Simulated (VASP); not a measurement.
Write the native input for VASP 6.6.1 that does the following.

```yaml
Task: single point
Functional: PBE
Potentials_or_basis: VASP PAW PBE potentials, release 64 (Li_sv, W_sv, S)
Cutoff: 520 eV
k_mesh: 10 × 10 × 10
Occupations: gaussian, width 0.1 eV
Spin: no spin polarisation
Dipole_correction: no
Further_INCAR_settings: ALGO = Normal; EDIFF = 1e-06; NBANDS = 34
```

The structure of Li3WS4 lies in POSCAR:

```
Li3WS4
1.0
   -3.0660649986      3.0660649986      3.0660649986
    3.0660649986     -3.0660649986      3.0660649986
    3.0660649986      3.0660649986     -3.0660649986
Li W S
3 1 4
Direct
    0.0000000000      0.5000000000      0.5000000000
    0.5000000000      0.0000000000      0.5000000000
    0.5000000000      0.5000000000      0.0000000000
    0.0000000000      0.0000000000      0.0000000000
    0.5000000000      0.5000000000      0.5000000000
    0.0000000000      0.0000000000      0.5000000000
    0.0000000000      0.5000000000      0.0000000000
    0.5000000000      0.0000000000      0.0000000000
```

One way to write it, as run:

INCAR

```
SYSTEM = Li3WS4
PREC = Accurate
ENCUT = 520
EDIFF = 1E-6
ISMEAR = 0
SIGMA = 0.1
LREAL = .FALSE.
LASPH = .TRUE.
NELM = 100
ALGO = Normal
ISIF = 2
LWAVE = .FALSE.
LCHARG = .TRUE.
GGA = PE
LELF = .TRUE.
LVHAR = .TRUE.
NBANDS = 34
```

KPOINTS

```
regular mesh
0
G
  10 10 10
  0 0 0
```

Potentials or basis: VASP PAW PBE potentials, release 64 (Li_sv, W_sv, S).

The run is started by

```bash
$ cat potpaw_PBE.64/Li_sv/POTCAR potpaw_PBE.64/W_sv/POTCAR potpaw_PBE.64/S/POTCAR > POTCAR
$ mpirun -np 1 vasp_std > vasp.out
```

Run time: 2.2 min on 1 thread of Intel(R) Xeon(R) Platinum 8488C (Sapphire Rapids), on a shared host, peak memory 0.33 GiB.
